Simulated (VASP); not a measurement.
# Al (Fmmm) in VASP: notebook, part 2 of 2

VASP 6.6.1. Earlier steps stand in the parts before.

**3. Single point, PBE (strain +0.0175 x Voigt [0, 0, 0, 1, 0, 0])**

Contents of INCAR:

```
ALGO = Normal
EDIFF = 1E-6
ENCUT = 520
GGA = PE
ISIF = 2
ISMEAR = 0
LASPH = T
LCHARG = F
LREAL = F
LWAVE = F
NBANDS = 8
NELM = 60
PREC = Accurate
SIGMA = 0.15
```

Contents of KPOINTS:

```
k-points
0
Gamma
  20 20 20
```

Contents of POSCAR:

```
Al
1.0
   -1.5912186900      1.6051418535      1.6051418535
    1.5912186900     -1.5772955265      1.5772955265
    1.5912186900      1.5772955265     -1.5772955265
Al
1
Direct
    0.0000000000      0.0000000000      0.0000000000
```

Potentials or basis: VASP PAW PBE potentials, release 64 (Al).

The run is started by

```console
$ cat potpaw_PBE.64/Al/POTCAR > POTCAR
$ mpirun -np 1 vasp_std > vasp.out
```

OUTCAR:

```text
EDIFF = 1E-6
   ENCUT = 520
   GGA = PE
   ISIF = 2
   ISMEAR = 0
   LASPH = T
   LREAL = F
   NELM = 60
   PREC = Accurate

 ion  position               nearest neighbor table
   1  0.000  0.000  0.000-

  LATTYP: Found a face centered orthorhombic cell.
 ALAT       =     3.1824373800
 B/A-ratio  =     1.4018391937
 C/A-ratio  =     1.4265879310

  Lattice vectors:

 A1 = (   0.0000000000,   3.1824373800,   0.0278463270)
 A2 = (   1.5912186900,   1.6051418535,   1.6051418535)
 A3 = (   1.5912186900,   1.5772955265,  -1.5772955265)

Analysis of symmetry for initial positions (statically):
=====================================================================
 Subroutine PRICEL returns:
 Original cell was already a primitive cell.

 Routine SETGRP: Setting up the symmetry group for a
 face centered orthorhombic supercell.

 Subroutine GETGRP returns: Found  8 space group operations
 (whereof  8 operations were pure point group operations)
 out of a pool of  8 trial point group operations.

The static configuration has the point symmetry D_2h.

Analysis of symmetry for dynamics (positions and initial velocities):
=====================================================================
 Subroutine PRICEL returns:
 Original cell was already a primitive cell.

 Routine SETGRP: Setting up the symmetry group for a
 face centered orthorhombic supercell.

 Subroutine GETGRP returns: Found  8 space group operations
 (whereof  8 operations were pure point group operations)
 out of a pool of  8 trial point group operations.

The dynamic configuration has the point symmetry D_2h.

 Subroutine INISYM returns: Found  8 space group operations
 (whereof  8 operations are pure point group operations),
 and found     1 'primitive' translations

----------------------------------------------------------------------------------------

                                     Primitive cell

  volume of cell :      16.1145

[... 109 lines left out ...]
  Thomas-Fermi vector in A             =   2.061621
   LORBIT       =      0    0 simple, 1 ext, 2 COOP (PROOUT), +10 PAW based schemes
   GGA     = PE    functional components
   LHFCALC =     F    Hartree Fock is set to
   AEXX    =    0.0000 exact exchange contribution
   IVDW    =     0    specifies the selected vdW correction
   LEPSILON=     F    determine dielectric tensor
   LRPA    =     F    only Hartree local field effects (RPA)
 non-spin polarized calculation
 Gauss-broadening in eV      SIGMA  =   0.15
  energy-cutoff  :      520.00
  volume of cell :       16.11
 maximum number of plane-waves:       448
 NGX is ok and might be reduce to    24
   NGX = 11   NGY = 11   NGZ = 11

 number of electron       3.0000000 magnetization

 Free energy of the ion-electron system (eV)
  ---------------------------------------------------
  ext. energy  EPLUGINS =         0.00000000
  ---------------------------------------------------
  free energy    TOTEN  =        -3.64216519 eV

  energy without entropy =       -3.63705967  energy(sigma->0) =       -3.63961243

 E-fermi :   8.2596     XC(G=0): -10.2871

 val. band max:        8.2578180472   @ k =   0.1500   0.3500   0.2500
 cond. band min:       8.2610730761   @ k =   0.3000   0.1500   0.0000
 fundamental gap:      0.0032550289
 Fermi energy:         8.2596418656

 k-point     1 :       0.0000    0.0000    0.0000
  band No.  band energies     occupation
      1      -3.0451      2.00000
      2      21.5436      0.00000
      3      21.6235      0.00000
      4      21.7909      0.00000
      5      23.0512      0.00000
      6      23.3073      0.00000
      7      23.5190      0.00000
      8      24.7584      0.00000
[... 243 lines left out ...]
 k-point    24 :       0.1000    0.1000    0.0000
  band No.  band energies     occupation
      1      -2.1804      2.00000
      2      16.5297      0.00000
      3      16.9938      0.00000
      4      19.4114      0.00000
      5      22.5074      0.00000
      6      22.8304      0.00000
      7      25.0393      0.00000
      8      25.3868      0.00000

 [... further k-points ...]

------------------------ aborting loop because EDIFF is reached ----------------------------------------

  FORCE on cell =-STRESS in cart. coord.  units (eV):
  Direction    XX          YY          ZZ          XY          YZ          ZX
  --------------------------------------------------------------------------------------
  -------------------------------------------------------------------------------------
  Total        0.3746617      0.3821146      0.3821146     -0.0000000     -0.0749578      0.0000000
  in kB       37.2506235     37.9916205     37.9916205     -0.0000000     -7.4526560      0.0000000
  external PRESSURE =      37.7446215 kB  Pullay stress =       0.0000000 kB

 VOLUME and BASIS-vectors are now :
 -----------------------------------------------------------------------------
  energy-cutoff  :      520.00
  volume of cell :       16.11
      direct lattice vectors                 reciprocal lattice vectors
    -1.591218690  1.605141853  1.605141853     0.000000000  0.311498949  0.311498949
     1.591218690 -1.577295526  1.577295526     0.314224565 -0.002749675  0.314248624
     1.591218690  1.577295526 -1.577295526     0.314224565  0.314248624 -0.002749675

 POSITION                                       TOTAL-FORCE (eV/Angst)
 -----------------------------------------------------------------------------------
      0.00000      0.00000      0.00000        -0.000000      0.000000     -0.000000
 -----------------------------------------------------------------------------------
    total drift:                                0.000000      0.000000     -0.000000

  FREE ENERGIE OF THE ION-ELECTRON SYSTEM (eV)
  ---------------------------------------------------
  free  energy   TOTEN  =        -3.6421651892 eV

  energy  without entropy=       -3.6370596652  energy(sigma->0) =       -3.63961243
```

Run time: 90 s. Hardware: 1 thread of Intel Xeon 8259CL, shared host; peak memory 0.23 GiB.

What came out:

* Free energy: -3.6422 eV
* Pressure: 3.8 GPa

Stress tensor (GPa, compression positive):
```
 3.73  0.00  0.00
 0.00  3.80 -0.75
 0.00 -0.75  3.80
```

Levels at points of the mesh, in eV from the Fermi level:
```tsv
k point	band 1	band 2	band 3	band 4	band 5
(0.00, 0.00, 0.00)	-11.30	13.28	13.36	13.53	14.79
(0.50, 0.00, 0.00)	-4.50	-4.06	8.36	8.51	10.23
(0.00, 0.50, 0.00)	-4.42	-3.89	8.31	8.31	10.18
(0.00, 0.50, 0.50)	-4.33	-3.73	8.17	8.28	10.05
(0.50, 0.50, 0.50)	1.82	1.90	1.99	2.94	2.95
```

Caveat: the cell differs from its parent crystal (strain +0.0175 x Voigt [0, 0, 0, 1, 0, 0]).

**4. Single point, PBE (strain +0.0075 x Voigt [0, 0, 0, 1, 0, 0])**

Contents of INCAR:

```
SYSTEM = Al
PREC = Accurate
ENCUT = 520
EDIFF = 1E-6
ISMEAR = 0
SIGMA = 0.15
LREAL = .False.
LASPH = .True.
NELM = 60
ALGO = Normal
ISIF = 2
LWAVE = .False.
LCHARG = .False.
GGA = PE
NBANDS = 8
```

Contents of KPOINTS:

```
regular mesh
0
Gamma
  20 20 20
  0 0 0
```

Contents of POSCAR:

```
Al
1.0
   -1.5912186900      1.5971857601      1.5971857601
    1.5912186900     -1.5852516199      1.5852516199
    1.5912186900      1.5852516199     -1.5852516199
Al
1
Direct
    0.0000000000      0.0000000000      0.0000000000
```

The run is started by

```console
$ cat potpaw_PBE.64/Al/POTCAR > POTCAR
$ mpirun -np 1 vasp_std > vasp.out
```

Wall time 78 s (1 thread of Intel Xeon 8259CL, shared host); peak memory 0.23 GiB.

Results (log left out):

```
Free energy : -3.6427 eV
Pressure    : 3.8 GPa
```

Stress tensor (GPa, compression positive):
```
 3.75  0.00  0.00
 0.00  3.77 -0.31
 0.00 -0.31  3.77
```

Levels at points of the mesh, in eV from the Fermi level:
```tsv
k point	band 1	band 2	band 3	band 4
(0.00, 0.00, 0.00)	-11.31	13.35	13.40	13.46
(0.50, 0.00, 0.00)	-4.45	-3.97	8.34	8.41
(0.00, 0.50, 0.00)	-4.42	-3.90	8.32	8.33
(0.00, 0.50, 0.50)	-4.38	-3.82	8.26	8.30
(0.50, 0.50, 0.50)	1.86	1.90	1.93	2.94
```

Caveat: the cell differs from its parent crystal (strain +0.0075 x Voigt [0, 0, 0, 1, 0, 0]).

**5. Overview**

```tsv
cell	gap on the mesh (eV)	pressure (GPa)
a = 2.747, b = 2.765, c = 2.765 Å, angles 109.7, 109.5, 109.5°, 1 atom	none	3.8
a = 2.772, b = 2.740, c = 2.740 Å, angles 109.0, 109.5, 109.5°, 1 atom	none	3.8
a = 2.763, b = 2.749, c = 2.749 Å, angles 109.3, 109.5, 109.5°, 1 atom	none	3.8
```

Alike in all rows: task single point; level PBE; potentials or basis VASP PAW PBE potentials, release 64 (Al); no spin polarisation; k mesh 20 × 20 × 20; cutoff (eV) 520; smearing gaussian 0.15 eV.

Total energies depend on the potentials used, so only differences within one code and one set of settings carry meaning.
